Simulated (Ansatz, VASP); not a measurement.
# Ba in VASP and in Ansatz

```
CELL_PARAMETERS angstrom
0.00000 5.65271 5.65271
5.65271 0.00000 5.65271
5.65271 5.65271 0.00000
ATOMIC_POSITIONS crystal
Ba 0.12500 0.12500 0.12500
Ba 0.87500 0.87500 0.87500
```

Alike in both runs: task single point; functional BLYP; k mesh 6 × 6 × 6; occupations fermi-dirac, width 0.1 eV; no spin polarisation.

```csv
,VASP,Ansatz
version,VASP 6.6.1,Ansatz 0.2.0
potentials or method,"VASP PAW PBE potentials, release 64 (Ba_sv), cutoff 520 eV","plane waves (420 eV) with PAW, scalar-relativistic"
valence electrons in the cell,20,20
```

```tsv
	VASP	Ansatz	Ansatz less VASP
pressure (GPa)	-0.1	-0.1	0.00
```

VASP's potentials were made for PBE, not for BLYP.

Spin-orbit coupling is off throughout.
